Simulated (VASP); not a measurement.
# Pd (Fm-3m) in VASP: notebook

Runs on Pd. Level: PBE. Tasks: single point.

Everything below comes from runs of VASP 6.6.1. Logs are shortened: lines on timing, memory, paths and dates and some standing lists are left out, and cuts for length are marked.

### 1 The cell of the first run

Symmetry: Fm-3m, No. 225, cubic system. The conventional cell has a = 3.309 Å, b = 3.309 Å, c = 3.309 Å, α = 90.00°, β = 90.00°, γ = 90.00°. Pd (site symmetry m-3m) has 12 Pd at 2.34 Å within 3.1 Å.

### 2 Single point, PBE (9.06 Å³/atom)

The input, INCAR:

```
  PREC = Accurate
  ENCUT = 520
  EDIFF = 1E-7
  ISMEAR = -1
  SIGMA = 0.05
  LREAL = False
  LASPH = True
  NELM = 100
  ALGO = Normal
  ISIF = 2
  LWAVE = False
  LCHARG = False
  GGA = PE
  NBANDS = 11
```

The input, KPOINTS:

```
regular mesh
0
Gamma
  20 20 20
```

The input, POSCAR:

```
Pd
1.0
    0.0000000000      1.6546346659      1.6546346659
    1.6546346659      0.0000000000      1.6546346659
    1.6546346659      1.6546346659      0.0000000000
Pd
1
Direct
    0.0000000000      0.0000000000      0.0000000000
```

Potentials or basis: VASP PAW PBE potentials, release 64 (Pd).

The run is started by

```bash
$ cat potpaw_PBE.64/Pd/POTCAR > POTCAR
$ mpirun -np 1 vasp_std > vasp.out
```

OUTCAR:

```text
PREC = Accurate
   ENCUT = 520
   EDIFF = 1E-7
   ISMEAR = -1
   LREAL = False
   LASPH = True
   NELM = 100
   ISIF = 2
   GGA = PE

 ion  position               nearest neighbor table
   1  0.000  0.000  0.000-

  LATTYP: Found a face centered cubic cell.
 ALAT       =     3.3092693318

  Lattice vectors:

 A1 = (   0.0000000000,   1.6546346659,   1.6546346659)
 A2 = (   1.6546346659,   0.0000000000,   1.6546346659)
 A3 = (   1.6546346659,   1.6546346659,   0.0000000000)

Analysis of symmetry for initial positions (statically):
=====================================================================
 Subroutine PRICEL returns:
 Original cell was already a primitive cell.

 Routine SETGRP: Setting up the symmetry group for a
 face centered cubic supercell.

 Subroutine GETGRP returns: Found 48 space group operations
 (whereof 48 operations were pure point group operations)
 out of a pool of 48 trial point group operations.

The static configuration has the point symmetry O_h .

Analysis of symmetry for dynamics (positions and initial velocities):
=====================================================================
 Subroutine PRICEL returns:
 Original cell was already a primitive cell.

 Routine SETGRP: Setting up the symmetry group for a
 face centered cubic supercell.

 Subroutine GETGRP returns: Found 48 space group operations
 (whereof 48 operations were pure point group operations)
 out of a pool of 48 trial point group operations.

The dynamic configuration has the point symmetry O_h .

 Subroutine INISYM returns: Found 48 space group operations
 (whereof 48 operations are pure point group operations),
 and found     1 'primitive' translations

----------------------------------------------------------------------------------------

                                     Primitive cell

  volume of cell :       9.0602

  direct lattice vectors                    reciprocal lattice vectors
     0.000000000  1.654634666  1.654634666    -0.302181509  0.302181509  0.302181509
     1.654634666  0.000000000  1.654634666     0.302181509 -0.302181509  0.302181509
     1.654634666  1.654634666  0.000000000     0.302181509  0.302181509 -0.302181509

  length of vectors
     2.340006785  2.340006785  2.340006785     0.523393727  0.523393727  0.523393727

  position of ions in fractional coordinates (direct lattice)
     0.000000000  0.000000000  0.000000000

  ion indices of the primitive-cell ions
   primitive index   ion index
                 1           1

----------------------------------------------------------------------------------------

 KPOINTS: regular mesh

Automatic generation of k-mesh.
 Grid dimensions read from file:
 generate k-points for:   20   20   20

 Generating k-lattice:

  Cartesian coordinates                     Fractional coordinates (reciprocal lattice)
    -0.015109075  0.015109075  0.015109075     0.050000000  0.000000000  0.000000000
     0.015109075 -0.015109075  0.015109075     0.000000000  0.050000000  0.000000000
     0.015109075  0.015109075 -0.015109075     0.000000000  0.000000000  0.050000000

  Length of vectors
     0.026169686  0.026169686  0.026169686

  Shift w.r.t. Gamma in fractional coordinates (k-lattice)
     0.000000000  0.000000000  0.000000000

 Subroutine IBZKPT returns following result:
 ===========================================

 Found    256 irreducible k-points:

 Following reciprocal coordinates:
            Coordinates               Weight
  0.000000  0.000000  0.000000      1.000000
  0.050000  0.000000  0.000000      8.000000
  0.100000  0.000000  0.000000      8.000000
  0.150000  0.000000  0.000000      8.000000
  0.200000  0.000000  0.000000      8.000000
  0.250000  0.000000  0.000000      8.000000
[... 16 lines left out ...]
 -0.400000  0.050000  0.000000     24.000000
 -0.350000  0.050000  0.000000     24.000000
 [... further k-points ...]
   k-points           NKPTS =    256   k-points in BZ     NKDIM =    256   number of bands    NBANDS=     11
   number of dos      NEDOS =    301   number of ions     NIONS =      1
   total plane-waves  NPLWV =   5832
   dimension x,y,z NGX =    18 NGY =   18 NGZ =   18
   dimension x,y,z NGXF=    36 NGYF=   36 NGZF=   36
   ions per type =               1
   NGX,Y,Z   is equivalent  to a cutoff of  12.79, 12.79, 12.79 a.u.
   NGXF,Y,Z  is equivalent  to a cutoff of  25.58, 25.58, 25.58 a.u.
 SYSTEM =  unknown system
   PREC   = accura    normal or accurate (medium, high low for compatibility)
   ISTART =      0    job   : 0-new  1-cont  2-samecut
   ICHARG =      2    charge: 1-file 2-atom 10-const
   ISPIN  =      1    spin polarized calculation?
   LNONCOLLINEAR =      F non collinear calculations
   LSORBIT =      F    spin-orbit coupling
   LASPH  =      T    aspherical Exc in radial PAW
   ENCUT  =  520.0 eV  38.22 Ry    6.18 a.u.   4.35  4.35  4.35*2*pi/ulx,y,z
   NELM   =    100;   NELMIN=  2; NELMDL= -5     # of ELM steps
   EDIFF  = 0.1E-06   stopping-criterion for ELM
   LREAL  =      F    real-space projection
   EDIFFG = 0.1E-05   stopping-criterion for IOM
   NSW    =      0    number of steps for IOM
   IBRION =     -1    ionic relax: 0-MD 1-quasi-New 2-CG
   NFREE  =      0    steps in history (QN), initial steepest desc. (CG)
   ISIF   =      2    stress and relaxation
   ISYM   =      2    0-nonsym 1-usesym 2-fastsym
   POTIM  = 0.5000    time-step for ionic-motion
   TEBEG  =    0.0;   TEEND  =   0.0 temperature during run
   PSTRESS=    0.0 pullay stress
   NELECT =      10.0000    total number of electrons
   NUPDOWN=      -1.0000    fix difference up-down
   EMIN   =  10.00;   EMAX   =-10.00  energy-range for DOS
   EFERMI =   0.00;   METHOD = LEGACY
   ISMEAR =    -1;   SIGMA  =   0.05  broadening in eV -4-tet -1-fermi 0-gaus
   EFERMI_NEDOS =   21; number of points for ismear=-14 and -15
   IALGO  =     38    algorithm
   IMIX   =      4    mixing-type and parameters
     AMIX     =   0.40;   BMIX     =  1.00
     AMIX_MAG =   1.60;   BMIX_MAG =  1.00
  volume/ion in A,a.u.               =       9.06        61.14
  Fermi-wavevector in a.u.,A,eV,Ry     =   1.691853  3.197139 38.944877  2.862368
  Thomas-Fermi vector in A             =   2.773545
   LORBIT       =      0    0 simple, 1 ext, 2 COOP (PROOUT), +10 PAW based schemes
   GGA     = PE    functional components
   LHFCALC =     F    Hartree Fock is set to
   AEXX    =    0.0000 exact exchange contribution
   IVDW    =     0    specifies the selected vdW correction
   LEPSILON=     F    determine dielectric tensor
   LRPA    =     F    only Hartree local field effects (RPA)
 non-spin polarized calculation
  energy-cutoff  :      520.00
  volume of cell :        9.06
 maximum number of plane-waves:       262
 NGX is ok and might be reduce to    18
   NGX =  9   NGY =  9   NGZ =  9

 number of electron      10.0000003 magnetization

 Free energy of the ion-electron system (eV)
  ---------------------------------------------------
  ext. energy  EPLUGINS =         0.00000000
  ---------------------------------------------------
  free energy    TOTEN  =        -1.16785381 eV

  energy without entropy =       -1.15947832  energy(sigma->0) =       -1.16366607

 E-fermi :  20.7668     XC(G=0): -16.4533

 val. band max:       20.7563786145   @ k =  -0.4000   0.3500   0.1000
 cond. band min:      20.7731525475   @ k =   0.4500   0.1000   0.0000
 fundamental gap:      0.0167739330
 Fermi energy:        20.7668120135

 k-point     1 :       0.0000    0.0000    0.0000
  band No.  band energies     occupation
      1       9.2271      2.00000
      2      14.5823      2.00000
      3      14.5823      2.00000
      4      14.5823      2.00000
      5      18.1124      2.00000
      6      18.1124      2.00000
      7      36.4848      0.00000
      8      44.4080      0.00000
      9      44.4080      0.00000
     10      44.4080      0.00000
     11      44.5976      0.00000

 k-point     2 :       0.0500    0.0000    0.0000
  band No.  band energies     occupation
      1       9.3746      2.00000
      2      14.5031      2.00000
      3      14.6472      2.00000
      4      14.6472      2.00000
      5      18.0666      2.00000
      6      18.0666      2.00000
      7      36.7497      0.00000
      8      43.7085      0.00000
      9      44.6139      0.00000
     10      44.6592      0.00000
     11      44.6592      0.00000

 k-point     3 :       0.1000    0.0000    0.0000
  band No.  band energies     occupation
      1       9.7905      2.00000
      2      14.3081      2.00000
      3      14.8218      2.00000
      4      14.8218      2.00000
      5      17.9581      2.00000
      6      17.9581      2.00000
      7      37.4905      0.00000
      8      42.2481      0.00000
      9      44.6159      0.00000
     10      45.3957      0.00000
     11      45.3957      0.00000

 k-point     4 :       0.1500    0.0000    0.0000
  band No.  band energies     occupation
      1      10.3736      2.00000
      2      14.1351      2.00000
      3      15.0388      2.00000
      4      15.0388      2.00000
      5      17.8754      2.00000
      6      17.8754      2.00000
      7      38.4918      0.00000
      8      40.7306      0.00000
      9      44.6144      0.00000
     10      46.5686      0.00000
     11      46.5686      0.00000
[... 239 lines left out ...]
 k-point    22 :      -0.4500    0.0500    0.0000
  band No.  band energies     occupation
      1      10.3280      2.00000
      2      14.3066      2.00000
      3      14.5100      2.00000
      4      19.3414      2.00000
      5      20.5875      1.94612
      6      22.2308      0.00000
      7      33.5890      0.00000
      8      36.5545      0.00000
      9      44.6364      0.00000
     10      45.5645      0.00000
     11      46.1394      0.00000

 k-point    23 :      -0.4000    0.0500    0.0000
  band No.  band energies     occupation
      1      10.4530      2.00000
      2      14.4316      2.00000
      3      14.5957      2.00000
      4      18.7406      2.00000
      5      20.0889      2.00000
      6      21.6185      0.00000
      7      34.2789      0.00000
      8      37.3591      0.00000
      9      44.6368      0.00000
     10      46.0787      0.00000
     11      47.2137      0.00000

 k-point    24 :      -0.3500    0.0500    0.0000
  band No.  band energies     occupation
      1      10.6664      2.00000
      2      14.6274      2.00000
      3      14.7611      2.00000
      4      17.6526      2.00000
      5      19.4074      2.00000
      6      20.7869      0.80217
      7      35.1605      0.00000
      8      38.7450      0.00000
      9      44.6355      0.00000
     10      47.1594      0.00000
     11      48.8022      0.00000

 [... further k-points ...]
[... 5 lines left out ...]
  --------------------------------------------------------------------------------------
  -------------------------------------------------------------------------------------
  Total       20.0869368     20.0869368     20.0869368      0.0000000      0.0000000      0.0000000
  in kB     3552.1225682   3552.1225682   3552.1225682      0.0000000      0.0000000      0.0000000
  external PRESSURE =    3552.1225682 kB  Pullay stress =       0.0000000 kB

 VOLUME and BASIS-vectors are now :
 -----------------------------------------------------------------------------
  energy-cutoff  :      520.00
  volume of cell :        9.06
      direct lattice vectors                 reciprocal lattice vectors
     0.000000000  1.654634666  1.654634666    -0.302181509  0.302181509  0.302181509
     1.654634666  0.000000000  1.654634666     0.302181509 -0.302181509  0.302181509
     1.654634666  1.654634666  0.000000000     0.302181509  0.302181509 -0.302181509

 POSITION                                       TOTAL-FORCE (eV/Angst)
 -----------------------------------------------------------------------------------
      0.00000      0.00000      0.00000        -0.000000     -0.000000      0.000000
 -----------------------------------------------------------------------------------
    total drift:                                0.000000     -0.000000      0.000000

  FREE ENERGIE OF THE ION-ELECTRON SYSTEM (eV)
  ---------------------------------------------------
  free  energy   TOTEN  =        -1.1678538100 eV

  energy  without entropy=       -1.1594783233  energy(sigma->0) =       -1.16366607
```

Wall time 18 s (1 thread of AMD EPYC 9R14 (Zen 4), shared host); peak memory 0.1 GiB.

What came out:

- Free energy: -1.1679 eV
- Pressure: 355.2 GPa
- Band gap on the k mesh: zero (bands 5 and 6 overlap by 3.67 eV)

Caveat: the cell stands under pressure.

### 3 Single point, PBE

This run uses another cell than the first one, of 9.09 Å³/atom.

The input, INCAR:

```
SYSTEM = Pd
  PREC = Accurate
  ENCUT = 520
  EDIFF = 1E-6
  ISMEAR = -1
  SIGMA = 0.05
  LREAL = .FALSE.
  LASPH = .TRUE.
  NELM = 80
  ALGO = Normal
  ISIF = 2
  LWAVE = .FALSE.
  LCHARG = .FALSE.
  GGA = PE
  NBANDS = 11
```

The input, KPOINTS:

```
Automatic mesh
0
G
  20 20 20
  0 0 0
```

The input, POSCAR:

```
Pd
1.0
    0.0000000000      1.6562343294      1.6562343294
    1.6562343294      0.0000000000      1.6562343294
    1.6562343294      1.6562343294      0.0000000000
Pd
1
Direct
    0.0000000000      0.0000000000      0.0000000000
```

Potentials or basis: VASP PAW PBE potentials, release 64 (Pd).

The run is started by

```bash
$ cat potpaw_PBE.64/Pd/POTCAR > POTCAR
$ mpirun -np 1 vasp_std > vasp.out
```

Wall time 17 s (1 thread of AMD EPYC 9R14 (Zen 4), shared host); peak memory 0.11 GiB.

The run converged. Its results:

| Property | Result |
| --- | --- |
| Free energy | -1.2258 eV |
| Pressure | 350.6 GPa |
| Band gap on the k mesh | zero (bands 5 and 6 overlap by 3.65 eV) |

Levels at points of the mesh, in eV from the Fermi level:
| k point | band 2 | band 3 | band 4 | band 5 | band 6 | band 7 | band 8 | band 9 |
| --- | --- | --- | --- | --- | --- | --- | --- | --- |
| (0.00, 0.00, 0.00) | -6.16 | -6.16 | -6.16 | -2.64 | -2.64 | 15.74 | 23.64 | 23.64 |
| (0.50, 0.00, 0.00) | -6.34 | -6.34 | 0.03 | 0.03 | 0.10 | 12.68 | 15.39 | 23.89 |
| (0.50, 0.50, 0.00) | -10.83 | -0.01 | 0.77 | 0.77 | 3.79 | 15.78 | 15.78 | 17.28 |

Caveat: the cell stands under pressure.
